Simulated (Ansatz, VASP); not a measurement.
**Two plane-wave programs on Na4H**

```
Na H
1.0
     7.26651    0.00000    0.00000
    -2.42217    6.85093    0.00000
     0.00000    0.00000   20.96654
Na H
8 2
Direct
  0.25000 0.25000 0.19078
  0.25000 0.75000 0.19078
  0.75000 0.25000 0.19078
  0.75000 0.75000 0.19078
  0.00000 0.00000 0.33227
  0.00000 0.50000 0.33227
  0.50000 0.00000 0.33227
  0.50000 0.50000 0.33227
  0.81766 0.75000 0.38426
  0.18234 0.75000 0.38426
```

Alike in both runs: task single point; functional PBE; k mesh 4 × 4 × 1; occupations gaussian, width 0.1 eV; no spin polarisation.

|  | VASP | Ansatz |
| --- | --- | --- |
| version | VASP 6.6.1 | Ansatz 0.2.0 |
| potentials or method | VASP PAW PBE potentials, release 64 (Na_pv, H), cutoff 520 eV | scalar-relativistic, plane waves, PAW |
| valence electrons in the cell | 58 | 74 |

|  | VASP | Ansatz | Ansatz less VASP |
| --- | --- | --- | --- |
| gap on the k mesh at the Fermi level (eV) | none | none | - |
| rms of the force components (eV/Å) | 0.277 | 0.278 | +0.0003 |

Atom by atom the forces differ by 0.002 eV/Å (rms over components). A gap of «none» marks a metal or a gap that the smearing closes. With one functional, cell and mesh, what is left measures potentials, basis and numerics. VASP's potentials hold 58 valence electrons a cell and Ansatz's 74, so a difference there can come from the potentials and not from the codes.
